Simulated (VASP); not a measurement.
The system is KCl.

```
K Cl
1.0
     0.00000    3.50728    3.37576
     3.50728    0.00000    3.37576
     3.50728    3.50728    0.00000
K Cl
1 1
Direct
  0.00000 0.00000 0.00000
  0.25000 0.25000 0.25000
```

This cell differs from its parent crystal: uniaxial z strain -3.8%.

Base run:

| Item | Value |
| --- | --- |
| Program | VASP 6.6.1 |
| Functional | r2SCAN |
| Potentials or basis | VASP PAW PBE potentials, release 64 (K_sv, Cl) |
| Cutoff | 520 eV |
| k mesh | 6 × 6 × 6 |
| Occupations | gaussian, width 0.01 eV |
| Spin | no spin polarisation |

Its results: band gap on the k mesh 5.41 eV (least direct gap 5.46 eV); pressure 0.5 GPa.

The run is repeated on the same cell with these changes: functional from r2SCAN to HSE06; k mesh from 6 × 6 × 6 to 4 × 4 × 4. What comes out?

Band gap on the k mesh 6.09 eV (least direct gap 6.14 eV); pressure 0.7 GPa.

Several settings changed at once.

Caveats: the PAW data sets were made with another functional, which shifts forces and pressure a little.

A k mesh can miss the band edges.
